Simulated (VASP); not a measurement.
Wanted: the native input for a VASP 6.6.1 run.

```
Task                   : single point
Functional             : PBEsol
Potentials or basis    : VASP PAW PBE potentials, release 64 (Nb_sv)
Cutoff                 : 520 eV
k mesh                 : 16 × 16 × 16
Occupations            : fermi-dirac, width 0.08 eV
Spin                   : no spin polarisation
Dipole correction      : no
Further INCAR settings : ALGO = Normal; EDIFF = 1e-06; NBANDS = 12
```

The structure of Nb lies in POSCAR:

```
Nb
1.0
   -1.6357704916      1.6357704916      1.6357704916
    1.6357704916     -1.6357704916      1.6357704916
    1.6357704916      1.6357704916     -1.6357704916
Nb
1
Direct
    0.0000000000      0.0000000000      0.0000000000
```

The input as run:

INCAR

```
SYSTEM = Nb
PREC = Accurate
ENCUT = 520
EDIFF = 1E-6
ISMEAR = -1
SIGMA = 0.08
LREAL = .False.
LASPH = .True.
NELM = 80
ALGO = Normal
ISIF = 2
LWAVE = .False.
LCHARG = .False.
GGA = PS
NBANDS = 12
```

KPOINTS

```
regular mesh
0
Gamma
  16 16 16
  0 0 0
```

Potentials or basis: VASP PAW PBE potentials, release 64 (Nb_sv).

Command:

```sh
$ cat potpaw_PBE.64/Nb_sv/POTCAR > POTCAR
$ mpirun -np 1 vasp_std > vasp.out
```

It gave:

* Pressure: -0.3 GPa

Caveat: the PAW data sets were made with another functional, which shifts forces and pressure a little.

Run time: 16 s on 1 thread of Intel Xeon 6975P-C, on a shared host, peak memory 0.16 GiB.
